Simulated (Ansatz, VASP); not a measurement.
## WSe2: VASP beside Ansatz

POSCAR

```
WSe2
1.0
    1.6433003532      0.9487599013      6.4972669691
   -1.6433003532      0.9487599013      6.4972669691
    0.0000000000     -1.8975198026      6.4972669691
W Se
1 2
Direct
    0.0000000000      0.0000000000      0.0000000000
    0.2462563273      0.2462563273      0.2462563273
    0.7537436727      0.7537436727      0.7537436727
```

Contents of INCAR.step1:

```
ALGO     = Normal         # electronic algorithm
EDIFF    = 1E-4           # SCF threshold, eV
ENCUT    = 520            # plane-wave cutoff, eV
GGA      = PE             # functional
ISMEAR   = -1             # smearing method
LASPH    = T              # aspherical terms in the spheres
LCHARG   = F              # write CHGCAR
LREAL    = F              # projectors in reciprocal space
LWAVE    = T              # write WAVECAR
NBANDS   = 20             # bands
NELM     = 100            # most SCF steps
PREC     = Accurate       # precision mode
SIGMA    = 0.02           # smearing width, eV
```

File INCAR.step2:

```
ALGO     = Normal         # electronic algorithm
EDIFF    = 1E-7           # SCF threshold, eV
ENCUT    = 520            # plane-wave cutoff, eV
ISIF     = 2              # what is computed and relaxed
ISMEAR   = -1             # smearing method
ISTART   = 1            
LASPH    = T              # aspherical terms in the spheres
LCHARG   = F              # write CHGCAR
LMIXTAU  = T            
LREAL    = F              # projectors in reciprocal space
LWAVE    = F              # write WAVECAR
METAGGA  = R2SCAN         # meta-GGA
NBANDS   = 20             # bands
NELM     = 100            # most SCF steps
PREC     = Accurate       # precision mode
SIGMA    = 0.02           # smearing width, eV
```

KPOINTS

```
k-points
0
Gamma
  10 10 10
```

Input for Ansatz:

```yaml
crystal:
  lattice:
    - [1.6433003532, 0.9487599013, 6.4972669691]
    - [-1.6433003532, 0.9487599013, 6.4972669691]
    - [0.0, -1.8975198026, 6.4972669691]
  atoms:
    - { symbol: W, position: [0.0, 0.0, 0.0] }
    - { symbol: Se, position: [0.2462563273, 0.2462563273, 0.2462563273] }
    - { symbol: Se, position: [0.7537436727, 0.7537436727, 0.7537436727] }
kpoints:
  mp_grid: { grid: [10, 10, 10] }
  band_path:
    path:
      - [0.0, 0.0, 0.0]
      - [0.5, 0.5, 0.5]
      - [0.8191179047, 0.1808820953, 0.5]
      - [0.5, -0.1808820953, 0.1808820953]
      - [0.5, 0.0, 0.0]
      - [0.3404410476, -0.3404410476, 0.0]
      - [0.6595589524, 0.0, 0.3404410476]
      - [0.5, 0.0, 0.5]
      - [0.5, -0.1447056762, 0.1447056762]
      - [0.6914707428, 0.3085292572, 0.5]
    npoints: 1
hamiltonian:
  xc: r2scan
scf:
  occupations: { method: fermi_dirac, width: 0.02 }
  n_extra_bands: 4
output:
  forces: true
  stress: true
  eigenvalues: true
```

Alike in both runs: task single point; functional r2SCAN; k mesh 10 × 10 × 10; occupations fermi-dirac, width 0.02 eV; no spin polarisation.

|  | VASP | Ansatz |
| --- | --- | --- |
| version | VASP 6.6.1 | Ansatz 0.2.0 |
| potentials or method | VASP PAW PBE potentials, release 64 (W_sv, Se) | plane waves, PAW |
| plane-wave cutoff (eV) | 520 | 500 |
| valence electrons in the cell | 26 | 46 |

VASP gave:

* pressure (GPa): 1.7
* traceless stress, the component that is largest in VASP (GPa): -0.38
* rms of the force components (eV/Å): 0.020

Problem. What did Ansatz give for the same quantities?

Solution. Pressure (GPa): 1.4; traceless stress, the component that is largest in VASP (GPa): -0.36; rms of the force components (eV/Å): 0.035.

VASP's potentials were made for PBE, not for r2SCAN. Atom by atom the forces differ by 0.015 eV/Å (rms over components). VASP's potentials hold 26 valence electrons a cell and Ansatz's 46, so a difference there can come from the potentials and not from the codes.

Spin-orbit coupling is off throughout.
